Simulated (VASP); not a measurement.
# Ga9N7 (a cell with a defect) in VASP: a series of runs

Ga9N7 (a cell with a defect) is run at these levels: PBE; tasks: relaxation of the atoms.

Everything below comes from runs of VASP 6.6.1. Logs are shortened: lines on timing, memory, paths and dates and some standing lists are left out, and cuts for length are marked.

## Step 1: The cell of the first run

The cell holds a defect, 16 atoms: a = 5.243 Å, b = 6.437 Å, c = 6.437 Å, α = 120.00°, β = 90.00°, γ = 90.00°.

## Step 2: Relaxation of the atoms, PBE

File INCAR:

```
SYSTEM = Ga9N7
  PREC = Accurate
  ENCUT = 520
  EDIFF = 1E-6
  ISMEAR = 0
  SIGMA = 0.01
  LREAL = Auto
  LASPH = .TRUE.
  NELM = 100
  ALGO = Normal
  ISIF = 2
  LWAVE = .FALSE.
  LCHARG = .FALSE.
  GGA = PE
  IBRION = 2
  NSW = 65
  EDIFFG = -0.025
  KPAR = 2
```

File KPOINTS:

```
regular mesh
0
G
  3 3 3
  0 0 0
```

File POSCAR:

```
Ga9N7
1.0
    0.0000000000      0.0000000000     -5.2431684262
    6.4367416346      0.0000000001      0.0000000000
   -3.2183708173     -5.5743817732      0.0000000000
Ga N
9 7
Direct
    0.5008651352      0.1666666667      0.3333333333
    0.5008651352      0.6666666667      0.3333333333
    0.5008651352      0.1666666667      0.8333333333
    0.5008651352      0.6666666667      0.8333333333
    0.0008651352      0.8333333333      0.1666666667
    0.0008651352      0.3333333333      0.1666666667
    0.0008651352      0.8333333333      0.6666666667
    0.0008651352      0.3333333333      0.6666666667
    0.1241348648      0.1666666667      0.3333333333
    0.1241348648      0.6666666667      0.3333333333
    0.1241348648      0.1666666667      0.8333333333
    0.1241348648      0.6666666667      0.8333333333
    0.6241348648      0.8333333333      0.1666666667
    0.6241348648      0.3333333333      0.1666666667
    0.6241348648      0.8333333333      0.6666666667
    0.6241348648      0.3333333333      0.6666666667
```

Potentials or basis: VASP PAW PBE potentials, release 64 (Ga_d, N).

Command:

```
> cat potpaw_PBE.64/Ga_d/POTCAR potpaw_PBE.64/N/POTCAR > POTCAR
> mpirun -np 2 vasp_std > vasp.out
```

OUTCAR:

```text
SYSTEM = Ga9N7
   PREC = Accurate
   ENCUT = 520
   EDIFF = 1E-6
   ISMEAR = 0
   LREAL = Auto
   LASPH = .TRUE.
   NELM = 100
   ISIF = 2
   GGA = PE
   IBRION = 2
   NSW = 65
   EDIFFG = -0.025

 ion  position               nearest neighbor table
   1  0.501  0.167  0.333-  14 1.97  13 1.97  16 1.97   9 1.98
   2  0.501  0.667  0.333-  13 1.97  14 1.97  15 1.97  10 1.98
   3  0.501  0.167  0.833-  16 1.97  15 1.97  14 1.97  11 1.98
   4  0.501  0.667  0.833-  15 1.97  16 1.97  13 1.97  12 1.98
   5  0.001  0.833  0.167-  10 1.97   9 1.97  12 1.97  13 1.98
   6  0.001  0.333  0.167-   9 1.97  10 1.97  11 1.97  14 1.98
[... 8 lines left out ...]
  15  0.624  0.833  0.667-   4 1.97   3 1.97   2 1.97   7 1.98
  16  0.624  0.333  0.667-   3 1.97   4 1.97   1 1.97   8 1.98

  LATTYP: Found a hexagonal cell.
 ALAT       =     6.4367416346
 C/A-ratio  =     0.8145687250

  Lattice vectors:

 A1 = (   6.4367416346,   0.0000000001,   0.0000000000)
 A2 = (  -3.2183708173,  -5.5743817732,   0.0000000000)
 A3 = (   0.0000000000,   0.0000000000,  -5.2431684262)

Analysis of symmetry for initial positions (statically):
=====================================================================
 Subroutine PRICEL returns:
 Original cell was already a primitive cell.

 Routine SETGRP: Setting up the symmetry group for a
 hexagonal supercell.

 Subroutine GETGRP returns: Found  6 space group operations
 (whereof  2 operations were pure point group operations)
 out of a pool of 24 trial point group operations.

The static configuration has the point symmetry C_1h.
 The point group associated with its full space group is C_3v.

Analysis of symmetry for dynamics (positions and initial velocities):
=====================================================================
 Subroutine PRICEL returns:
 Original cell was already a primitive cell.

 Routine SETGRP: Setting up the symmetry group for a
 hexagonal supercell.

 Subroutine GETGRP returns: Found  6 space group operations
 (whereof  2 operations were pure point group operations)
 out of a pool of 24 trial point group operations.

The dynamic configuration has the point symmetry C_1h.
 The point group associated with its full space group is C_3v.

 Subroutine INISYM returns: Found  6 space group operations
 (whereof  2 operations are pure point group operations),
 and found     1 'primitive' translations

[... 126 lines left out ...]
  Fermi-wavevector in a.u.,A,eV,Ry     =   1.524768  2.881394 31.632431  2.324918
  Thomas-Fermi vector in A             =   2.633030
   LORBIT       =      0    0 simple, 1 ext, 2 COOP (PROOUT), +10 PAW based schemes
   GGA     = PE    functional components
   LHFCALC =     F    Hartree Fock is set to
   AEXX    =    0.0000 exact exchange contribution
   IVDW    =     0    specifies the selected vdW correction
   LEPSILON=     F    determine dielectric tensor
   LRPA    =     F    only Hartree local field effects (RPA)
 conjugate gradient relaxation of ions
 non-spin polarized calculation
 Gauss-broadening in eV      SIGMA  =   0.01
  energy-cutoff  :      520.00
  volume of cell :      188.13
 maximum number of plane-waves:      5076
 NGX is ok and might be reduce to    40
   NGX = 19   NGY = 23   NGZ = 23

--------------------------------------- Ionic step        1  -------------------------------------------

 number of electron     151.9999802 magnetization

 Free energy of the ion-electron system (eV)
  ---------------------------------------------------
  ext. energy  EPLUGINS =         0.00000000
  ---------------------------------------------------
  free energy    TOTEN  =       -81.49754570 eV

  energy without entropy =      -81.49676049  energy(sigma->0) =      -81.49715309

------------------------ aborting loop because EDIFF is reached ----------------------------------------

  FORCE on cell =-STRESS in cart. coord.  units (eV):
  Direction    XX          YY          ZZ          XY          YZ          ZX
  --------------------------------------------------------------------------------------
  -------------------------------------------------------------------------------------
  Total       25.4991605     25.4991605     32.4320298      0.0000000     -0.0000000      0.0000000
  in kB      217.1600182    217.1600182    276.2028258      0.0000000     -0.0000000      0.0000000
  external PRESSURE =     236.8409541 kB  Pullay stress =       0.0000000 kB
[... 131 lines left out ...]
  FREE ENERGIE OF THE ION-ELECTRON SYSTEM (eV)
  ---------------------------------------------------
  free  energy   TOTEN  =       -85.1232045383 eV

  energy  without entropy=      -85.1224371171  energy(sigma->0) =      -85.12282083

[... ionic steps 4 to 12 ...]

--------------------------------------- Ionic step       13  -------------------------------------------

 number of electron     151.9999964 magnetization

------------------------ aborting loop because EDIFF is reached ----------------------------------------
[... 95 lines left out ...]
--------------------------------------- Ionic step       15  -------------------------------------------

 number of electron     151.9999964 magnetization

 Free energy of the ion-electron system (eV)
  ---------------------------------------------------
  ext. energy  EPLUGINS =         0.00000000
  ---------------------------------------------------
  free energy    TOTEN  =       -85.65056155 eV

  energy without entropy =      -85.64989577  energy(sigma->0) =      -85.65022866

 E-fermi :   7.1401     XC(G=0): -11.7906

 val. band max:        6.9784637600   @ k =   0.3333  -0.0000   0.3333
 cond. band min:       7.1448697952   @ k =   0.3333   0.3333   0.3333
 fundamental gap:      0.1664060352
 Fermi energy:         7.1401004325

 k-point     1 :       0.0000    0.0000    0.0000
  band No.  band energies     occupation
      1     -10.6070      2.00000
      2      -9.8381      2.00000
      3      -9.8381      2.00000
      4      -9.7710      2.00000
      5      -9.5739      2.00000
      6      -9.5587      2.00000
[... 626 lines left out ...]
     87      12.6065      0.00000
     88      12.7126      0.00000
 [bands above 88 left out]

------------------------ aborting loop because EDIFF is reached ----------------------------------------

  FORCE on cell =-STRESS in cart. coord.  units (eV):
  Direction    XX          YY          ZZ          XY          YZ          ZX
  --------------------------------------------------------------------------------------
  -------------------------------------------------------------------------------------
  Total       17.9556290     17.9556290     24.3978279      0.0000000      0.0000000      0.0000000
  in kB      152.9165922    152.9165922    207.7806740      0.0000000      0.0000000      0.0000000
  external PRESSURE =     171.2046195 kB  Pullay stress =       0.0000000 kB
[... 31 lines left out ...]
  FREE ENERGIE OF THE ION-ELECTRON SYSTEM (eV)
  ---------------------------------------------------
  free  energy   TOTEN  =       -85.6505615524 eV

  energy  without entropy=      -85.6498957688  energy(sigma->0) =      -85.65022866

 reached required accuracy - stopping structural energy minimisation
```

Run time: 19 min. Hardware: 2 MPI ranks of Intel Xeon Platinum 8488C (Sapphire Rapids), shared host; peak memory 0.32 GiB.

What came out:

| Item | Value |
| --- | --- |
| Free energy | -85.6506 eV |
| Energy gained by relaxing | 259.6 meV/atom |
| Ionic steps | 15 |
| Pressure after relaxing | 17.1 GPa |
| Largest force after relaxing | 0.008 eV/Å |
| Band gap on the k mesh | zero (bands 76 and 77 overlap by 1.20 eV) |

Forces on the atoms (eV/Å):
```
Ga   0.000  0.000  0.008
Ga   0.000  0.000  0.000
Ga   0.000  0.000  0.000
Ga   0.000  0.000  0.000
Ga  -0.006  0.004  0.000
Ga   0.006  0.004  0.000
Ga   0.000  0.000  0.003
Ga   0.000 -0.007  0.000
Ga   0.000  0.000  0.006
N    0.000 -0.003  0.000
N   -0.003  0.002  0.000
N    0.003  0.002  0.000
N    0.001 -0.001 -0.006
N   -0.001 -0.001 -0.006
N    0.000  0.000 -0.003
N    0.000  0.002 -0.006
```

The path:
| step | energy change (eV) | largest force (eV/Å) | pressure (GPa) |
| --- | --- | --- | --- |
| 1 | 0.0000 | 8.2147 | 23.68 |
| 2 | -3.0806 | 2.4599 | 19.70 |
| 3 | -3.6257 | 1.5374 | 18.73 |
| 4 | -3.6264 | 1.5516 | 18.71 |
| 5 | -3.9397 | 0.8136 | 18.05 |
| 6 | -3.9479 | 0.9367 | 18.00 |
| 7 | -4.0202 | 0.5548 | 17.87 |
| 8 | -4.0445 | 0.7242 | 17.77 |
| 9 | -4.0974 | 0.4500 | 17.58 |
| 10 | -4.1326 | 0.3019 | 17.28 |
| 11 | -4.1516 | 0.0964 | 17.13 |
| 12 | -4.1517 | 0.0968 | 17.11 |
| 13 | -4.1529 | 0.0311 | 17.13 |
| 14 | -4.1529 | 0.0297 | 17.13 |
| 15 | -4.1530 | 0.0084 | 17.12 |

Final structure:
```
Ga N
1.0
     0.00000    0.00000   -5.24317
     6.43674    0.00000    0.00000
    -3.21837   -5.57438    0.00000
Ga N
9 7
Cartesian
  0.0000 -1.8581 -3.1761
  3.2184 -1.8704 -2.5574
  -1.6198 -4.6392 -2.5574
  1.6198 -4.6392 -2.5574
  4.6565 -0.8303 -5.1439
  1.7803 -0.8303 -5.1439
  3.2184 -3.7163 -5.1661
  0.0000 -3.9138 -5.1439
  0.0000 -1.8581 -0.8980
  3.2184 -1.8970 -0.6232
  -1.6428 -4.6259 -0.6232
  1.6428 -4.6259 -0.6232
  4.7163 -0.8648 -3.2530
  1.7204 -0.8648 -3.2530
  3.2184 -3.7163 -3.2160
  0.0000 -3.8447 -3.2530
```

Levels at points of the mesh, in eV from the Fermi level:
```tsv
k point	band 72	band 73	band 74	band 75	band 76	band 77	band 78	band 79	band 80	band 81
(0.00, 0.00, 0.00)	-2.69	-2.23	-2.23	-0.86	0.49	0.89	0.89	1.87	2.49	3.20
```

Caveat: the k points lie up to 0.40 Å⁻¹ apart, too coarse for converged energies and pressures of a metal.

## Step 3: Relaxation of the atoms, PBE

File INCAR:

```
ALGO = Normal
EDIFF = 1E-6
EDIFFG = -0.025
ENCUT = 520
GGA = PE
IBRION = 2
ISIF = 2
ISMEAR = 0
KPAR = 2
LASPH = T
LCHARG = F
LREAL = Auto
LWAVE = F
NELECT = 154.0
NELM = 80
NSW = 65
PREC = Accurate
SIGMA = 0.01
```

File KPOINTS:

```
k-points
0
Gamma
  3 3 3
```

File POSCAR:

```
Ga9N7
1.0
    0.0000000000      0.0000000000     -5.2431684262
    6.4367416346      0.0000000001      0.0000000000
   -3.2183708173     -5.5743817732      0.0000000000
Ga N
9 7
Direct
    0.5952628120      0.1666666667      0.3333333333
    0.4868278878      0.6667578580      0.3335157160
    0.4868278878      0.1664842840      0.8332421420
    0.4868278878      0.6667578580      0.8332421420
   -0.0154418815      0.8041826281      0.1520913140
   -0.0154418815      0.3479086860      0.1520913140
   -0.0114278534      0.8333333333      0.6666666667
   -0.0154418815      0.3479086860      0.6958173719
    0.1651445860      0.1666666667      0.3333333333
    0.1187084159      0.6697910733      0.3395821466
    0.1187084159      0.1604178534      0.8302089267
    0.1187084159      0.6697910733      0.8302089267
    0.6221947532      0.8087602048      0.1543801024
    0.6221947532      0.3456198976      0.1543801024
    0.6141529292      0.8333333333      0.6666666667
    0.6221947532      0.3456198976      0.6912397952
```

Potentials or basis: VASP PAW PBE potentials, release 64 (Ga_d, N).

Command:

```
> cat potpaw_PBE.64/Ga_d/POTCAR potpaw_PBE.64/N/POTCAR > POTCAR
> mpirun -np 2 vasp_std > vasp.out
```

Wall time 7.2 min (2 MPI ranks of Intel Xeon Platinum 8488C (Sapphire Rapids), shared host); peak memory 0.33 GiB.

It converged, with:

| Quantity | Value |
| --- | --- |
| Free energy | -70.1050 eV |
| Energy gained by relaxing | 7.0 meV/atom |
| Ionic steps | 8 |
| Largest force after relaxing | 0.021 eV/Å |

Forces in eV/Å, atoms in the order of the input:
```
Ga   0.000  0.000 -0.021
Ga   0.000  0.005  0.007
Ga   0.004 -0.002  0.007
Ga  -0.004 -0.002  0.007
Ga   0.000  0.000 -0.005
Ga   0.000  0.000 -0.005
Ga   0.000  0.000  0.005
Ga   0.000  0.000 -0.005
Ga   0.000  0.000 -0.014
N    0.000 -0.002  0.004
N   -0.002  0.001  0.004
N    0.002  0.001  0.004
N   -0.001  0.000  0.001
N    0.001  0.000  0.001
N    0.000  0.000  0.008
N    0.000 -0.001  0.001
```

The path:
```
step  energy change (eV)  largest force (eV/Å)  pressure (GPa)
   1              0.0000                1.2405           39.07
   2             -0.0713                0.9353           39.39
   3             -0.1032                0.2805           39.23
   4             -0.1111                0.0853           39.27
   5             -0.1120                0.0528           39.27
   6             -0.1125                0.0400           39.30
   7             -0.1125                0.0354           39.28
   8             -0.1126                0.0206           39.27
```

Final structure:
```yaml
crystal:
  lattice:
    - [0.00000, 0.00000, -5.24317]
    - [6.43674, 0.00000, 0.00000]
    - [-3.21837, -5.57438, 0.00000]
  atoms:
    - { symbol: Ga, position: [0.59321, 0.16667, 0.33333] }
    - { symbol: Ga, position: [0.48364, 0.66595, 0.33191] }
    - { symbol: Ga, position: [0.48364, 0.16809, 0.83405] }
    - { symbol: Ga, position: [0.48364, 0.66595, 0.83405] }
    - { symbol: Ga, position: [0.98899, 0.81151, 0.15576] }
    - { symbol: Ga, position: [0.98899, 0.34424, 0.15576] }
    - { symbol: Ga, position: [0.99156, 0.83333, 0.66667] }
    - { symbol: Ga, position: [0.98899, 0.34424, 0.68849] }
    - { symbol: Ga, position: [0.16342, 0.16667, 0.33333] }
    - { symbol: N, position: [0.11717, 0.66940, 0.33880] }
    - { symbol: N, position: [0.11717, 0.16120, 0.83060] }
    - { symbol: N, position: [0.11717, 0.66940, 0.83060] }
    - { symbol: N, position: [0.62280, 0.80680, 0.15340] }
    - { symbol: N, position: [0.62280, 0.34660, 0.15340] }
    - { symbol: N, position: [0.61401, 0.83333, 0.66667] }
    - { symbol: N, position: [0.62280, 0.34660, 0.69320] }
```

Levels at points of the mesh, in eV from the Fermi level:
```tsv
k point	band 75	band 76	band 77	band 78	band 79	band 80
(0.00, 0.00, 0.00)	-1.97	-0.78	-0.03	-0.03	0.59	1.02
```

Caveat: the k points lie up to 0.40 Å⁻¹ apart; the cell carries a net charge on a neutralising background, which shifts energy and pressure; the cell is charged against a uniform background, so pressure and absolute levels hang on convention.

The gap in the log of VASP goes by the Fermi energy; the results here count the filled bands.